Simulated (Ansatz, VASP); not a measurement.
**One calculation of GaSb3, two programs**

INCAR

```
PREC = Accurate
ENCUT = 520
EDIFF = 1E-7
ISMEAR = 0
SIGMA = 0.15
LREAL = False
LASPH = True
NELM = 100
ALGO = Normal
ISIF = 2
LWAVE = False
LCHARG = True
GGA = PS
IVDW = 12
LELF = True
LVHAR = True
NBANDS = 22
```

The input KPOINTS:

```
Automatic mesh
0
Gamma
  10 10 10
```

Contents of POSCAR:

```
GaSb3
1.0
    0.0000000000      3.5857729617      3.5857729617
    3.5857729617      0.0000000000      3.5857729617
    3.5857729617      3.5857729617      0.0000000000
Ga Sb
1 3
Direct
    0.0635846169     -0.0635846169     -0.0635846169
    0.2441572152      0.2558427848      0.2558427848
    0.7327231393      0.7672768607      0.7672768607
    0.4867094103      0.5132905897      0.5132905897
```

Input for Ansatz:

```yaml
crystal:
  lattice:
    - [0.0, 3.5857729617, 3.5857729617]
    - [3.5857729617, 0.0, 3.5857729617]
    - [3.5857729617, 3.5857729617, 0.0]
  atoms:
    - { symbol: Ga, position: [0.0635846169, -0.0635846169, -0.0635846169] }
    - { symbol: Sb, position: [0.2441572152, 0.2558427848, 0.2558427848] }
    - { symbol: Sb, position: [0.7327231393, 0.7672768607, 0.7672768607] }
    - { symbol: Sb, position: [0.4867094103, 0.5132905897, 0.5132905897] }
basis:
  ecutwfc: 420
kpoints:
  mp_grid: { grid: [10, 10, 10] }
hamiltonian:
  xc: pbesol
  pseudopotentials: { kind: paw, azcp: { folder: soft_1 } }
  dispersion: d3bj
scf:
  occupations: { method: gaussian, width: 0.15 }
output:
  forces: true
  stress: true
  eigenvalues: true
```

Change from the starting cell: mode 4 frozen in at -0.041 Å and mode 7 at -0.456 Å (largest displacements).

Alike in both runs: task single point; functional PBEsol; dispersion D3(BJ); k mesh 10 × 10 × 10; occupations gaussian, width 0.15 eV; no spin polarisation.

```csv
,VASP,Ansatz
version,VASP 6.6.1,Ansatz 0.2.0
potentials or method,"VASP PAW PBE potentials, release 64 (Ga_d, Sb), cutoff 520 eV","scalar-relativistic, plane waves, PAW"
valence electrons in the cell,28,58
```

VASP gave:

```
gap on the k mesh at the Fermi level (eV)                     : none
pressure (GPa)                                                : 2.9
traceless stress, the component that is largest in VASP (GPa) : -0.59
rms of the force components (eV/Å)                            : 0.419
```

**Question.** Which values does Ansatz return?

**Answer.** gap on the k mesh at the Fermi level (eV): none; pressure (GPa): 2.8; traceless stress, the component that is largest in VASP (GPa): -0.59; rms of the force components (eV/Å): 0.415.

VASP's potentials were made for PBE, not for PBEsol, and Ansatz warns of the same on its side. Atom by atom the forces differ by 0.005 eV/Å (rms over components). A gap of «none» marks a metal or a gap that the smearing closes. VASP's potentials hold 28 valence electrons a cell and Ansatz's 58, so a difference there can come from the potentials and not from the codes.

Spin-orbit coupling is off throughout.
